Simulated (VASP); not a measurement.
A run of VASP 6.6.1 is set up as follows.

Contents of INCAR:

```
PREC     = Accurate       # precision mode
ENCUT    = 910            # plane-wave cutoff, eV
EDIFF    = 1E-6           # SCF threshold, eV
ISMEAR   = 0              # smearing method
SIGMA    = 0.02           # smearing width, eV
LREAL    = F              # projectors in reciprocal space
LASPH    = T              # aspherical terms in the spheres
NELM     = 120            # most SCF steps
ALGO     = Normal         # electronic algorithm
ISIF     = 2              # what is computed and relaxed
LWAVE    = F              # write WAVECAR
LCHARG   = F              # write CHGCAR
GGA      = PE             # functional
NBANDS   = 28             # bands
GGA_COMPAT= F
```

KPOINTS

```
regular mesh
0
Gamma
  6 6 6
```

The input POSCAR:

```
BaZrO3
1.0
    4.2271431831      0.0000000000      0.0000000000
    0.0000000000      4.2271431831      0.0000000000
    0.0000000000      0.0000000000      4.2271431831
Ba Zr O
1 1 3
Direct
    0.5000000000      0.5000000000      0.5000000000
    0.0000000000      0.0000000000      0.0000000000
    0.5000000000      0.0000000000      0.0000000000
    0.0000000000      0.5000000000      0.0000000000
    0.0000000000      0.0000000000      0.5000000000
```

Potentials or basis: VASP PAW PBE potentials, release 64 (Ba_sv, Zr_sv, O_h).

The run is started by

```bash
$ cat potpaw_PBE.64/Ba_sv/POTCAR potpaw_PBE.64/Zr_sv/POTCAR potpaw_PBE.64/O_h/POTCAR > POTCAR
$ mpirun -np 1 vasp_std > vasp.out
```

Q: Predict the pressure.

A: 0.7 GPa.

Q: What does it give for the band gap on the k mesh?

A: 3.14 eV, indirect (least direct gap 3.39 eV).

Caveat: the cutoff is under 1.25 times the usual one of these potentials, so pressure, stress and relaxed cells hold a basis-set (Pulay) error; spin-orbit coupling is left out, which moves the levels of the heavy elements. A k mesh can miss the band edges.
